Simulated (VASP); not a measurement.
Write the native input for VASP 6.6.1 that does the following.

```yaml
Task: single point
Functional: PBEsol
Potentials_or_basis: VASP PAW PBE potentials, release 64 (Y_sv)
Cutoff: 520 eV
k_mesh: 16 × 16 × 16
Occupations: gaussian, width 0.15 eV
Spin: no spin polarisation
Dipole_correction: no
Further_INCAR_settings: ALGO = Fast; EDIFF = 1e-06; NBANDS = 12
```

The structure of Y lies in POSCAR:

```
Y
1.0
    0.0000000000      2.5222750000      2.5222750000
    2.4850000000      0.0372750000      2.4850000000
    2.4850000000      2.4850000000      0.0372750000
Y
1
Direct
    0.0000000000      0.0000000000      0.0000000000
```

This cell differs from its parent crystal: strain +0.0300 x Voigt [0, 0, 0, 1, 0, 0].

The input as run:

INCAR

```
PREC = Accurate
ENCUT = 520
EDIFF = 1E-6
ISMEAR = 0
SIGMA = 0.15
LREAL = False
LASPH = True
NELM = 80
ALGO = Fast
ISIF = 2
LWAVE = False
LCHARG = False
GGA = PS
NBANDS = 12
```

KPOINTS

```
regular mesh
0
Gamma
  16 16 16
```

Potentials or basis: VASP PAW PBE potentials, release 64 (Y_sv).

Run with:

```console
$ cat potpaw_PBE.64/Y_sv/POTCAR > POTCAR
$ mpirun -np 1 vasp_std > vasp.out
```

It gave:

| Property | Result |
| --- | --- |
| Pressure | 0.1 GPa |
| Band gap on the k mesh | zero (an odd number of electrons rules out a gap without spin polarisation) |

Caveat: the cell differs from its parent crystal (strain +0.0300 x Voigt [0, 0, 0, 1, 0, 0]); the PAW data sets were made with another functional, which shifts forces and pressure a little.

It took 2.5 min on 1 thread of Intel(R) Xeon(R) Platinum 8559C (Emerald Rapids), with other jobs on the host, peak memory 0.38 GiB.
